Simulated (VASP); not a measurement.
# Sr4Ti4O11 (a cell with a defect) in VASP: a series of runs

Sr4Ti4O11 (a cell with a defect) is run at these levels: PBEsol; tasks: single point.

Everything below comes from runs of VASP 6.6.1. Logs are shortened: lines on timing, memory, paths and dates and some standing lists are left out, and cuts for length are marked.

## 1. The cell of the first run

The cell holds a defect, 19 atoms: a = 6.740 Å, b = 6.740 Å, c = 6.740 Å, α = 109.47°, β = 109.47°, γ = 109.47°.

## 2. Single point, PBEsol

The input, INCAR:

```
PREC = Accurate
ENCUT = 520
EDIFF = 1E-6
ISMEAR = 0
SIGMA = 0.02
LREAL = Auto
LASPH = True
NELM = 60
ALGO = Normal
ISIF = 2
LWAVE = False
LCHARG = True
GGA = PS
LELF = True
LVHAR = True
NBANDS = 92
NELECT = 152.0
```

The input, KPOINTS:

```
Automatic mesh
0
Gamma
  3 3 3
```

The input, POSCAR:

```
Sr4Ti4O11
1.0
   -3.8911252269      3.8911252269      3.8911252269
    3.8911252269     -3.8911252269      3.8911252269
    3.8911252269      3.8911252269     -3.8911252269
Sr Ti O
4 4 11
Direct
    0.0004190305     -0.0017110732     -0.0002291111
    0.4994151786      0.4991624239      0.0059626711
    0.4994151786     -0.0065474634      0.5002527255
    0.0004190305      0.5006481124      0.5021300745
    0.5123921446      0.5135767634      0.4988154806
   -0.0104107418     -0.0168237968      0.5064131543
    0.0004843072      0.4900676254      0.0104167812
    0.5012749234     -0.0038032700      0.0050780941
    0.6211257308      0.4160606266      0.7050652035
    0.2582570443      0.0201577938      0.7380993498
    0.2283886917      0.4788234486      0.2495653425
    0.7650171419      0.0130159008      0.2520011418
    0.7702874683      0.7495136573      0.5207739103
    0.7531637583      0.2532176279     -0.0000539690
    0.2371784371      0.7503876976     -0.0132091611
    0.4878369082      0.2515422771      0.2400914762
    0.0062494776      0.7685993962      0.2423823303
    0.0062494776      0.2638672467      0.7376501224
    0.4878369082      0.7477454028      0.7362946019
```

Potentials or basis: VASP PAW PBE potentials, release 64 (Sr_sv, Ti_sv, O).

On the command line:

```
cat potpaw_PBE.64/Sr_sv/POTCAR potpaw_PBE.64/Ti_sv/POTCAR potpaw_PBE.64/O/POTCAR > POTCAR
mpirun -np 1 vasp_std > vasp.out
```

OUTCAR:

```text
PREC = Accurate
   ENCUT = 520
   EDIFF = 1E-6
   ISMEAR = 0
   LREAL = Auto
   LASPH = True
   NELM = 60
   ISIF = 2
   GGA = PS
   NELECT = 152.0

 ion  position               nearest neighbor table
   1  0.000  0.998  1.000-  17 2.60  13 2.64  11 2.65  15 2.67  16 2.68  12 2.68  14 2.76  19 2.82
                            10 2.86  18 2.90   9 3.26   6 3.27   7 3.29   5 3.31   8 3.37   8 3.37
   2  0.499  0.499  0.006-   9 2.40  10 2.64  16 2.65  18 2.72  14 2.75  17 2.79  15 2.83  12 2.83
                            11 2.83  13 2.84  19 2.85   5 3.26   6 3.31   8 3.35   7 3.35   7 3.39
   3  0.499  0.993  0.500-   9 2.40  10 2.64  19 2.65  17 2.72  14 2.75  18 2.79  15 2.83  12 2.83
                            11 2.83  13 2.84  16 2.85   5 3.26   6 3.31   8 3.35   7 3.35   7 3.39
   4  0.000  0.501  0.502-  18 2.60  13 2.64  11 2.65  15 2.67  19 2.68  12 2.68  14 2.76  16 2.82
                            10 2.86  17 2.90   9 3.26   6 3.27   7 3.29   5 3.31   8 3.37   8 3.37
   5  0.512  0.514  0.499-   9 1.78  13 1.84  19 1.94  16 1.94  11 1.96   3 3.26   2 3.26   1 3.31
                             4 3.31   4 3.43   1 3.43   2 3.48   3 3.48
   6  0.990  0.983  0.506-  13 1.82  10 1.83  18 1.95  17 1.95  12 1.99   1 3.27   4 3.27   3 3.31
                             2 3.31   2 3.43   3 3.43   4 3.47   1 3.47
   7  0.000  0.490  0.010-  14 1.85  11 1.86  17 1.98  18 1.98  15 2.03   4 3.29   1 3.29   3 3.35
                             2 3.35   2 3.39   3 3.39   1 3.45   4 3.45
   8  0.501  0.996  0.005-  15 1.92  12 1.93  19 1.96  16 1.96  14 2.00  10 2.09   2 3.35   3 3.35
                             4 3.37   1 3.37   1 3.37   4 3.37   3 3.39   2 3.39
   9  0.621  0.416  0.705-   5 1.78   2 2.40   3 2.40   1 3.26   4 3.26
  10  0.258  0.020  0.738-   6 1.83   8 2.09   2 2.64   3 2.64   1 2.86   4 2.86
  11  0.228  0.479  0.250-   7 1.86   5 1.96   4 2.65   1 2.65   3 2.83   2 2.83
  12  0.765  0.013  0.252-   8 1.93   6 1.99   1 2.68   4 2.68   2 2.83   3 2.83
  13  0.770  0.750  0.521-   6 1.82   5 1.84   1 2.64   4 2.64   3 2.84   2 2.84
  14  0.753  0.253  1.000-   7 1.85   8 2.00   3 2.75   2 2.75   1 2.76   4 2.76
  15  0.237  0.750  0.987-   8 1.92   7 2.03   1 2.67   4 2.67   3 2.83   2 2.83
  16  0.488  0.252  0.240-   5 1.94   8 1.96   2 2.65   1 2.68   4 2.82   3 2.85
  17  0.006  0.769  0.242-   6 1.95   7 1.98   1 2.60   3 2.72   2 2.79   4 2.90
  18  0.006  0.264  0.738-   6 1.95   7 1.98   4 2.60   2 2.72   3 2.79   1 2.90
  19  0.488  0.748  0.736-   5 1.94   8 1.96   3 2.65   4 2.68   1 2.82   2 2.85

  LATTYP: Found a body centered cubic cell.
 ALAT       =     7.7822504538

  Lattice vectors:

 A1 = (  -3.8911252269,   3.8911252269,   3.8911252269)
 A2 = (   3.8911252269,  -3.8911252269,   3.8911252269)
 A3 = (   3.8911252269,   3.8911252269,  -3.8911252269)

Analysis of symmetry for initial positions (statically):
=====================================================================
 Subroutine PRICEL returns:
 Original cell was already a primitive cell.

 Routine SETGRP: Setting up the symmetry group for a
 body centered cubic supercell.

 Subroutine GETGRP returns: Found  2 space group operations
 (whereof  1 operations were pure point group operations)
 out of a pool of 48 trial point group operations.

The static configuration has the point symmetry C_1 .
 The point group associated with its full space group is C_1h.

Analysis of symmetry for dynamics (positions and initial velocities):
=====================================================================
 Subroutine PRICEL returns:
 Original cell was already a primitive cell.

 Routine SETGRP: Setting up the symmetry group for a
 body centered cubic supercell.

 Subroutine GETGRP returns: Found  2 space group operations
 (whereof  1 operations were pure point group operations)
 out of a pool of 48 trial point group operations.

The dynamic configuration has the point symmetry C_1 .
 The point group associated with its full space group is C_1h.

 Subroutine INISYM returns: Found  2 space group operations
 (whereof  1 operations are pure point group operations),
 and found     1 'primitive' translations

----------------------------------------------------------------------------------------

                                     Primitive cell

  volume of cell :     235.6599

  direct lattice vectors                    reciprocal lattice vectors
    -3.891125227  3.891125227  3.891125227     0.000000000  0.128497535  0.128497535
     3.891125227 -3.891125227  3.891125227     0.128497535  0.000000000  0.128497535
     3.891125227  3.891125227 -3.891125227     0.128497535  0.128497535  0.000000000

  length of vectors
     6.739626592  6.739626592  6.739626592     0.181722957  0.181722957  0.181722957

  position of ions in fractional coordinates (direct lattice)
     0.000419030  0.998288927  0.999770889
     0.499415179  0.499162424  0.005962671
     0.499415179  0.993452537  0.500252725
     0.000419030  0.500648112  0.502130075
     0.512392145  0.513576763  0.498815481
     0.989589258  0.983176203  0.506413154
[... 11 lines left out ...]
     0.006249478  0.263867247  0.737650122
     0.487836908  0.747745403  0.736294602

  ion indices of the primitive-cell ions
   primitive index   ion index
                 1           1
                 2           2
                 3           3
                 4           4
                 5           5
                 6           6
[... 11 lines left out ...]
                18          18
                19          19

----------------------------------------------------------------------------------------

 KPOINTS: Automatic mesh

Automatic generation of k-mesh.
 Grid dimensions read from file:
 generate k-points for:    3    3    3

 Generating k-lattice:

  Cartesian coordinates                     Fractional coordinates (reciprocal lattice)
     0.000000000  0.042832512  0.042832512     0.333333333  0.000000000  0.000000000
     0.042832512  0.000000000  0.042832512     0.000000000  0.333333333  0.000000000
     0.042832512  0.042832512  0.000000000     0.000000000  0.000000000  0.333333333

  Length of vectors
     0.060574319  0.060574319  0.060574319

  Shift w.r.t. Gamma in fractional coordinates (k-lattice)
     0.000000000  0.000000000  0.000000000

 Subroutine IBZKPT returns following result:
 ===========================================

 Found     10 irreducible k-points:

 Following reciprocal coordinates:
            Coordinates               Weight
  0.000000  0.000000  0.000000      1.000000
  0.333333  0.000000  0.000000      2.000000
  0.000000  0.333333  0.000000      4.000000
  0.000000  0.000000  0.333333      4.000000
  0.000000  0.333333 -0.333333      2.000000
  0.333333  0.333333  0.000000      4.000000
  0.000000  0.333333  0.333333      4.000000
 -0.333333  0.333333  0.333333      2.000000
  0.333333 -0.333333  0.333333      2.000000
  0.333333  0.333333 -0.333333      2.000000
   k-points           NKPTS =     10   k-points in BZ     NKDIM =     10   number of bands    NBANDS=     92
   number of dos      NEDOS =    301   number of ions     NIONS =     19
   total plane-waves  NPLWV = 125000
   dimension x,y,z NGX =    50 NGY =   50 NGZ =   50
   dimension x,y,z NGXF=   100 NGYF=  100 NGZF=  100
   ions per type =               4   4  11
   NGX,Y,Z   is equivalent  to a cutoff of  12.33, 12.33, 12.33 a.u.
   NGXF,Y,Z  is equivalent  to a cutoff of  24.67, 24.67, 24.67 a.u.
 SYSTEM =  unknown system
   PREC   = accura    normal or accurate (medium, high low for compatibility)
   ISTART =      0    job   : 0-new  1-cont  2-samecut
   ICHARG =      2    charge: 1-file 2-atom 10-const
   ISPIN  =      1    spin polarized calculation?
   LNONCOLLINEAR =      F non collinear calculations
   LSORBIT =      F    spin-orbit coupling
   LASPH  =      T    aspherical Exc in radial PAW
   ENCUT  =  520.0 eV  38.22 Ry    6.18 a.u.  12.53 12.53 12.53*2*pi/ulx,y,z
   NELM   =     60;   NELMIN=  2; NELMDL= -5     # of ELM steps
   EDIFF  = 0.1E-05   stopping-criterion for ELM
   LREAL  =      T    real-space projection
   EDIFFG = 0.1E-04   stopping-criterion for IOM
   NSW    =      0    number of steps for IOM
   IBRION =     -1    ionic relax: 0-MD 1-quasi-New 2-CG
   NFREE  =      0    steps in history (QN), initial steepest desc. (CG)
   ISIF   =      2    stress and relaxation
   ISYM   =      2    0-nonsym 1-usesym 2-fastsym
   POTIM  = 0.5000    time-step for ionic-motion
   TEBEG  =    0.0;   TEEND  =   0.0 temperature during run
   PSTRESS=    0.0 pullay stress
   NELECT =     152.0000    total number of electrons
   NUPDOWN=      -1.0000    fix difference up-down
   EMIN   =  10.00;   EMAX   =-10.00  energy-range for DOS
   EFERMI =   0.00;   METHOD = LEGACY
   ISMEAR =     0;   SIGMA  =   0.02  broadening in eV -4-tet -1-fermi 0-gaus
   EFERMI_NEDOS =   21; number of points for ismear=-14 and -15
   IALGO  =     38    algorithm
   IMIX   =      4    mixing-type and parameters
     AMIX     =   0.40;   BMIX     =  1.00
     AMIX_MAG =   1.60;   BMIX_MAG =  1.00
  volume/ion in A,a.u.               =      12.40        83.70
  Fermi-wavevector in a.u.,A,eV,Ry     =   1.414471  2.672963 27.221573  2.000729
  Thomas-Fermi vector in A             =   2.536010
   LORBIT       =      0    0 simple, 1 ext, 2 COOP (PROOUT), +10 PAW based schemes
   GGA     = PS    functional components
   LHFCALC =     F    Hartree Fock is set to
   AEXX    =    0.0000 exact exchange contribution
   IVDW    =     0    specifies the selected vdW correction
   LEPSILON=     F    determine dielectric tensor
   LRPA    =     F    only Hartree local field effects (RPA)
 non-spin polarized calculation
 Gauss-broadening in eV      SIGMA  =   0.02
  energy-cutoff  :      520.00
  volume of cell :      235.66
 maximum number of plane-waves:      6363
 NGX is ok and might be reduce to    50
   NGX = 25   NGY = 25   NGZ = 25

 number of electron     152.0000007 magnetization

 Free energy of the ion-electron system (eV)
  ---------------------------------------------------
  ext. energy  EPLUGINS =         0.00000000
  ---------------------------------------------------
  free energy    TOTEN  =      -169.18058153 eV

  energy without entropy =     -169.18058153  energy(sigma->0) =     -169.18058153

 E-fermi :   3.8824     XC(G=0): -11.2313

 val. band max:        3.7815416743   @ k =   0.3333   0.3333  -0.3333
 cond. band min:       5.8732532236   @ k =   0.0000   0.0000   0.0000
 fundamental gap:      2.0917115493
 Fermi energy:         3.8824046851

 k-point     1 :       0.0000    0.0000    0.0000
  band No.  band energies     occupation
      1     -52.4247      2.00000
      2     -52.3953      2.00000
      3     -52.3001      2.00000
      4     -52.1490      2.00000
      5     -29.0254      2.00000
      6     -28.8855      2.00000
[... 80 lines left out ...]
     87       8.1286      0.00000
     88       8.1937      0.00000

 k-point     2 :       0.3333    0.0000    0.0000
  band No.  band energies     occupation
      1     -52.4247      2.00000
      2     -52.3953      2.00000
      3     -52.3002      2.00000
      4     -52.1490      2.00000
      5     -29.0261      2.00000
      6     -28.8850      2.00000
[... 717 lines left out ...]
     87       7.9784      0.00000
     88       8.1639      0.00000

 k-point    10 :       0.3333    0.3333   -0.3333
  band No.  band energies     occupation
      1     -52.4247      2.00000
      2     -52.3953      2.00000
      3     -52.3001      2.00000
      4     -52.1490      2.00000
      5     -29.0292      2.00000
      6     -28.8918      2.00000
[... 80 lines left out ...]
     87       8.1653      0.00000
     88       8.1663      0.00000
 [bands above 88 left out]

------------------------ aborting loop because EDIFF is reached ----------------------------------------

  FORCE on cell =-STRESS in cart. coord.  units (eV):
  Direction    XX          YY          ZZ          XY          YZ          ZX
  --------------------------------------------------------------------------------------
  -------------------------------------------------------------------------------------
  Total      -15.1888580    -14.5325474    -14.5144512      0.0000000     -1.1775078      0.0000000
  in kB     -103.2642728    -98.8022231    -98.6791927      0.0000000     -8.0055057      0.0000000
  external PRESSURE =    -100.2485629 kB  Pullay stress =       0.0000000 kB

 VOLUME and BASIS-vectors are now :
 -----------------------------------------------------------------------------
  energy-cutoff  :      520.00
  volume of cell :      235.66
      direct lattice vectors                 reciprocal lattice vectors
    -3.891125227  3.891125227  3.891125227     0.000000000  0.128497535  0.128497535
     3.891125227 -3.891125227  3.891125227     0.128497535  0.000000000  0.128497535
     3.891125227  3.891125227 -3.891125227     0.128497535  0.128497535  0.000000000

 POSITION                                       TOTAL-FORCE (eV/Angst)
 -----------------------------------------------------------------------------------
      7.77307      0.00740     -0.00414         0.001743     -0.036536     -0.042076
      0.02222      0.02419      3.86239         0.010447     -0.050617     -0.046863
      3.86891      0.02418      3.86239        -0.010447     -0.050617     -0.046863
      3.90030      0.00740     -0.00414        -0.001743     -0.036536     -0.042076
      1.94556      1.93634      2.05122        -0.000000     -0.065705     -0.021223
      1.94556      1.99547      5.70576         0.000000     -0.162706      0.035079
[... 11 lines left out ...]
      3.87271      1.86787     -1.81923        -0.035589      0.008228      0.001180
      3.87635      1.85368      1.94279        -0.037070     -0.037702     -0.140509
 -----------------------------------------------------------------------------------
    total drift:                               -0.005625      0.005889      0.000485

  FREE ENERGIE OF THE ION-ELECTRON SYSTEM (eV)
  ---------------------------------------------------
  free  energy   TOTEN  =      -169.1805815304 eV

  energy  without entropy=     -169.1805815304  energy(sigma->0) =     -169.18058153
```

Run time: 4.2 min. Hardware: 1 thread of Intel Xeon 6975P-C (Granite Rapids), shared host; peak memory 0.43 GiB.

Results:

```yaml
Free_energy: -169.1806 eV
Largest_force: 0.952 eV/Å
```

Forces in eV/Å, atoms in the order of the input:
```
Sr   0.002 -0.037 -0.042
Sr   0.010 -0.051 -0.047
Sr  -0.010 -0.051 -0.047
Sr  -0.002 -0.037 -0.042
Ti   0.000 -0.066 -0.021
Ti   0.000 -0.163  0.035
Ti   0.000 -0.167  0.002
Ti   0.000 -0.074 -0.029
O    0.000  0.680  0.667
O    0.000 -0.004  0.083
O    0.000  0.014 -0.001
O    0.000  0.030 -0.043
O    0.000 -0.057 -0.047
O    0.000  0.067 -0.147
O    0.000 -0.028 -0.042
O    0.037 -0.038 -0.141
O    0.036  0.008  0.001
O   -0.036  0.008  0.001
O   -0.037 -0.038 -0.141
```

Caveat: the cell carries a net charge on a neutralising background, which shifts energy and pressure; the cell is charged against a uniform background, so pressure and absolute levels hang on convention; the PAW data sets were made with another functional, which shifts forces and pressure a little.

## 3. Single point, PBEsol

The input, INCAR:

```
PREC     = Accurate       # precision mode
ENCUT    = 520            # plane-wave cutoff, eV
EDIFF    = 1E-6           # SCF threshold, eV
ISMEAR   = 0              # smearing method
SIGMA    = 0.02           # smearing width, eV
LREAL    = Auto         
LASPH    = T              # aspherical terms in the spheres
NELM     = 100            # most SCF steps
ALGO     = Normal         # electronic algorithm
ISIF     = 2              # what is computed and relaxed
LWAVE    = F              # write WAVECAR
LCHARG   = F              # write CHGCAR
GGA      = PS             # functional
NBANDS   = 92             # bands
NELECT   = 152.0
```

KPOINTS is that of step 2.

The input, POSCAR:

```
Sr4Ti4O11
1.0
   -3.8911252269      3.8911252269      3.8911252269
    3.8911252269     -3.8911252269      3.8911252269
    3.8911252269      3.8911252269     -3.8911252269
Sr Ti O
4 4 11
Direct
   -0.0004183880      0.0002301391      0.0017122297
    0.5005854056      0.4997461882      0.0065470779
    0.5005855341     -0.0059616431      0.5008393167
   -0.0004183880      0.4978694817      0.4993515723
    0.4876077971      0.5011849751      0.4864229213
   -0.0004836647     -0.0104165242      0.5099329588
    0.0104109988      0.4935870444      0.0168240538
    0.4987272028     -0.0050783511      0.0038054545
    0.3788735684      0.2949344812      0.5839391866
    0.2468356694      0.0000540975      0.7467816713
    0.2297122164      0.4792259029      0.2504864128
    0.7628209906      0.0132092896      0.2496116016
    0.7716113784      0.7504349847      0.5211764931
    0.7417434114      0.2619004634     -0.0201571513
    0.2349834422      0.7479996994     -0.0130161578
    0.5121617485      0.2637043118      0.2522535109
   -0.0062503771      0.7576182539      0.2314002885
   -0.0062503771      0.2623494338      0.7361314101
    0.5121617485      0.7599083369      0.7484575361
```

Potentials or basis: VASP PAW PBE potentials, release 64 (Sr_sv, Ti_sv, O).

On the command line:

```
cat potpaw_PBE.64/Sr_sv/POTCAR potpaw_PBE.64/Ti_sv/POTCAR potpaw_PBE.64/O/POTCAR > POTCAR
mpirun -np 1 vasp_std > vasp.out
```

Run time: 4.2 min. Hardware: 1 thread of Intel Xeon 6975P-C (Granite Rapids), shared host; peak memory 0.43 GiB.

The run converged. Its results:

* Free energy: -169.1806 eV
* Largest force: 0.952 eV/Å

Forces in eV/Å, atoms in the order of the input:
```
Sr  -0.002  0.042  0.037
Sr   0.011  0.047  0.051
Sr  -0.011  0.047  0.051
Sr   0.002  0.042  0.037
Ti   0.000  0.021  0.066
Ti   0.000 -0.002  0.167
Ti   0.000 -0.035  0.163
Ti   0.000  0.029  0.074
O    0.000 -0.667 -0.680
O    0.000  0.147 -0.067
O    0.000  0.047  0.057
O    0.000  0.042  0.028
O    0.000  0.001 -0.014
O    0.000 -0.083  0.004
O    0.000  0.043 -0.030
O    0.037  0.141  0.038
O   -0.036 -0.001 -0.008
O    0.036 -0.001 -0.008
O   -0.037  0.141  0.038
```

Levels at points of the mesh, in eV from the Fermi level:
```csv
k point,band 73,band 74,band 75,band 76,band 77,band 78,band 79,band 80
"(0.00, 0.00, 0.00)",-0.83,-0.47,-0.45,-0.13,1.98,2.36,2.37,2.64
```

Caveat: the cell carries a net charge on a neutralising background, which shifts energy and pressure; the cell is charged against a uniform background, so pressure and absolute levels hang on convention; the PAW data sets were made with another functional, which shifts forces and pressure a little.
